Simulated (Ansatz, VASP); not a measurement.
## ScC3 in VASP and in Ansatz

INCAR

```
SYSTEM = ScC3
PREC = Accurate ; ENCUT = 520
EDIFF = 1E-6 ; ISMEAR = 0
SIGMA = 0.1 ; LREAL = .FALSE.
LASPH = .TRUE. ; NELM = 80
ALGO = Normal ; ISIF = 2
LWAVE = .FALSE. ; LCHARG = .TRUE.
GGA = PS ; LELF = .TRUE.
LVHAR = .TRUE. ; NBANDS = 20
```

KPOINTS

```
regular mesh
0
G
  6 6 6
  0 0 0
```

POSCAR

```
ScC3
1.0
    3.3627963408      0.0000000000      0.0000000000
    0.0000000000      3.3627963408      0.0000000000
    0.0000000000      0.0000000000      3.3627963408
Sc C
1 3
Direct
    0.0000000000      0.0000000000      0.0000000000
    0.0000000000      0.5000000000      0.5000000000
    0.5000000000      0.0000000000      0.5000000000
    0.5000000000      0.5000000000      0.0000000000
```

Input for Ansatz:

```yaml
crystal:
  lattice:
    - [3.3627963408, 0.0, 0.0]
    - [0.0, 3.3627963408, 0.0]
    - [0.0, 0.0, 3.3627963408]
  atoms:
    - { symbol: Sc, position: [0.0, 0.0, 0.0] }
    - { symbol: C, position: [0.0, 0.5, 0.5] }
    - { symbol: C, position: [0.5, 0.0, 0.5] }
    - { symbol: C, position: [0.5, 0.5, 0.0] }
basis:
  ecutwfc: 420
kpoints:
  mp_grid: { grid: [6, 6, 6] }
hamiltonian:
  xc: pbesol
scf:
  occupations: { method: gaussian, width: 0.1 }
output:
  forces: true
  stress: true
  eigenvalues: true
```

Alike in both runs: task single point; functional PBEsol; k mesh 6 × 6 × 6; occupations gaussian, width 0.1 eV; no spin polarisation.

```csv
,VASP,Ansatz
version,VASP 6.6.1,Ansatz 0.2.0
potentials or method,"VASP PAW PBE potentials, release 64 (Sc_sv, C), cutoff 520 eV","scalar-relativistic, plane waves, PAW"
valence electrons in the cell,23,23
```

```csv
,VASP,Ansatz,Ansatz less VASP
gap on the k mesh at the Fermi level (eV),none,none,-
pressure (GPa),-11.5,-12.2,-0.72
```

VASP's potentials were made for PBE, not for PBEsol. A gap of «none» marks a metal or a gap that the smearing closes. The functional is the same, so the differences come from potentials, cutoffs and numerics.
